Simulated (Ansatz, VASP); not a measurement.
# Two plane-wave programs on Pb2O

```
Pb O
1.0
     5.37633    0.00000    0.00000
     0.00000    5.37633    0.00000
     0.00000    0.00000    5.37633
Pb O
4 2
Direct
  0.25000 0.25000 0.25000
  0.75000 0.75000 0.25000
  0.25000 0.75000 0.75000
  0.75000 0.25000 0.75000
  0.00000 0.00000 0.00000
  0.50000 0.50000 0.50000
```

Alike in both runs: functional r2SCAN; k mesh 6 × 6 × 6; occupations fermi-dirac, width 0.1 eV; no spin polarisation.

Ansatz relaxed the structure, and its values are those at the end. VASP's run is a single point on that final structure, the one shown.

|  | VASP | Ansatz |
| --- | --- | --- |
| version | VASP 6.6.1 | Ansatz 0.2.0 |
| potentials or method | VASP PAW PBE potentials, release 64 (Pb_d, O), cutoff 520 eV | PAW plane waves |
| valence electrons in the cell | 68 | 68 |

|  | VASP | Ansatz | Ansatz less VASP |
| --- | --- | --- | --- |
| pressure (GPa) | 1.3 | 1.1 | -0.18 |

VASP's potentials were made for PBE, not for r2SCAN. Ansatz's warnings: stress scf threshold loose.

Neither program's run includes spin-orbit coupling.
